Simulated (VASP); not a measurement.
Set up this calculation in VASP 6.6.1, as the native input.

* Task: single point
* Functional: LDA
* Potentials or basis: VASP PAW LDA potentials, release 64 (Sr_sv, Sc_sv, Bi_d, O)
* Cutoff: 520 eV
* k mesh: 2 × 2 × 2
* Occupations: methfessel-paxton, width 0.1 eV
* Spin: no spin polarisation
* Dipole correction: no
* Further INCAR settings: ALGO = Normal; EDIFF = 1e-06; NBANDS = 52

The structure of Sr2ScBiO6 lies in POSCAR:

```
Sr2ScBiO6
1.0
    0.0000000000      4.1754960000      4.1754960000
    4.1754960000      0.0000000000      4.1754960000
    4.1754960000      4.1754960000      0.0000000000
Sr Sc Bi O
2 1 1 6
Direct
    0.2500000000      0.2500000000      0.2500000000
    0.7500000000      0.7500000000      0.7500000000
    0.5000000000      0.5000000000      0.5000000000
    0.0000000000      0.0000000000      0.0000000000
    0.7485180000      0.2514820000      0.2514820000
    0.2514820000      0.7485180000      0.7485180000
    0.2514820000      0.7485180000      0.2514820000
    0.7485180000      0.2514820000      0.7485180000
    0.2514820000      0.2514820000      0.7485180000
    0.7485180000      0.7485180000      0.2514820000
```

The input as run:

INCAR

```
SYSTEM = Sr2ScBiO6
PREC = Accurate
ENCUT = 520
EDIFF = 1E-6
ISMEAR = 1
SIGMA = 0.1
LREAL = .FALSE.
LASPH = .TRUE.
NELM = 60
ALGO = Normal
ISIF = 2
LWAVE = .FALSE.
LCHARG = .FALSE.
NBANDS = 52
```

KPOINTS

```
Automatic mesh
0
G
  2 2 2
  0 0 0
```

Potentials or basis: VASP PAW LDA potentials, release 64 (Sr_sv, Sc_sv, Bi_d, O).

The run is started by

```sh
$ cat potpaw_LDA.64/Sr_sv/POTCAR potpaw_LDA.64/Sc_sv/POTCAR potpaw_LDA.64/Bi_d/POTCAR potpaw_LDA.64/O/POTCAR > POTCAR
$ mpirun -np 1 vasp_std > vasp.out
```

It gave:

| Property | Result |
| --- | --- |
| Pressure | -9.1 GPa |
| Largest force | 0.316 eV/Å |
| Band gap on the k mesh | 1.71 eV (least direct gap 1.74 eV) |

Caveat: the k points lie up to 0.65 Å⁻¹ apart; spin-orbit coupling is left out, which moves the levels of the heavy elements.

It took 58 s on 1 thread of AMD EPYC 7R13 Processor (Zen 3), with other jobs on the host, peak memory 0.22 GiB.
